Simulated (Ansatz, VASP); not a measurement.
**Two plane-wave programs on H**

Contents of INCAR:

```
SYSTEM = H
PREC = Accurate ; ENCUT = 600
EDIFF = 1E-6 ; ISMEAR = -1
SIGMA = 0.05 ; LREAL = .False.
LASPH = .True. ; NELM = 80
ALGO = Normal ; ISIF = 3
LWAVE = .False. ; LCHARG = .False.
GGA = B5 ; ALDAX = 1.0
AGGAX = 1.0 ; AGGAC = 1.0
ALDAC = 0.0 ; IBRION = 2
NSW = 60 ; EDIFFG = -0.01
```

File KPOINTS:

```
regular mesh
0
Gamma
  11 11 11
  0 0 0
```

The input POSCAR:

```
H
1.0
   -1.6915344700      1.6915344700      2.0584739900
    1.6915344700     -1.6915344700      2.0584739900
    1.6915344700      1.6915344700     -2.0584739900
H
2
Direct
    0.0901377100      0.0901377100      0.0000000000
    0.9098622900      0.9098622900      0.0000000000
```

input.yaml

```yaml
crystal:
  lattice:
    - [-1.69153447, 1.69153447, 2.05847399]
    - [1.69153447, -1.69153447, 2.05847399]
    - [1.69153447, 1.69153447, -2.05847399]
  atoms:
    - { symbol: H, position: [0.09013771, 0.09013771, 0.0] }
    - { symbol: H, position: [0.90986229, 0.90986229, 0.0] }
hamiltonian:
  xc: blyp
  pseudopotentials: { kind: paw }
kpoints:
  mp_grid: { grid: [11, 11, 11] }
scf:
  occupations: { method: fermi_dirac, width: 0.05 }
output:
  forces: true
  stress: true
  eigenvalues: true
relax:
  f_tol: 0.01
  max_steps: 40
  cell: { stress_tol: 0.05 }
```

Alike in both runs: task relaxation of cell and atoms; functional BLYP; k mesh 11 × 11 × 11; occupations fermi-dirac, width 0.05 eV; no spin polarisation.

```csv
,VASP,Ansatz
version,VASP 6.6.1,Ansatz 0.2.0
potentials or method,"VASP PAW PBE potentials, release 64 (H)",Ansatz PAW
plane-wave cutoff (eV),600,420
valence electrons in the cell,2,2
```

```csv
,VASP,Ansatz,Ansatz less VASP
"gap on the k mesh at the Fermi level, each at its own relaxed structure (eV)",9.51,10.00,+0.488
relaxed volume (Å³/atom),15.79,32.81,+17.015
relaxed cell length with the largest relative difference (Å),3.479,4.443,+0.9644
```

VASP's potentials were made for PBE, not for BLYP. One of these differences is far larger than is usual between the two programs; its cause wasn't traced.

Noted on VASP's run: the volume moved by over 15 % at a fixed basis, so the end points are rough. Noted on Ansatz's run: the potentials were made for another functional, which shifts forces and pressure; the volume moved by over 15 % at a fixed basis, so the end points are rough; odd divisions of the mesh miss points on the zone boundary, where band edges often lie, so the gap on the mesh can be too wide; the plane-wave basis is chosen anew once the cell has moved, so the energies of steps on either side of that aren't comparable.
